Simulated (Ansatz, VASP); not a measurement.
**One calculation of In4Ru, two programs**

```
In Ru
1.0
    -3.14594    3.14594    3.14594
     3.14594   -3.14594    3.14594
     3.14594    3.14594   -3.14594
In Ru
4 1
Cartesian
  1.5730 -1.5730 1.5730
  1.5730 1.5730 -1.5730
  1.5730 1.5730 1.5730
  -1.5730 1.5730 1.5730
  0.0000 0.0000 0.0000
```

Alike in both runs: functional PBE; k mesh 4 × 4 × 4; occupations gaussian, width 0.2 eV; no spin polarisation.

Ansatz relaxed the structure, and its values are those at the end. VASP's run is a single point on that final structure, the one shown.

```csv
,VASP,Ansatz
version,VASP 6.6.1,Ansatz 0.2.0
potentials or method,"VASP PAW PBE potentials, release 64 (In_d, Ru_pv), cutoff 520 eV","scalar-relativistic, plane waves, PAW"
valence electrons in the cell,66,68
```

```tsv
	VASP	Ansatz	Ansatz less VASP
gap on the k mesh at the Fermi level (eV)	none	none	-
pressure (GPa)	-0.5	-0.4	+0.07
```

A gap of «none» marks a metal or a gap that the smearing closes. VASP's potentials hold 66 valence electrons a cell and Ansatz's 68, so a difference there can come from the potentials and not from the codes.
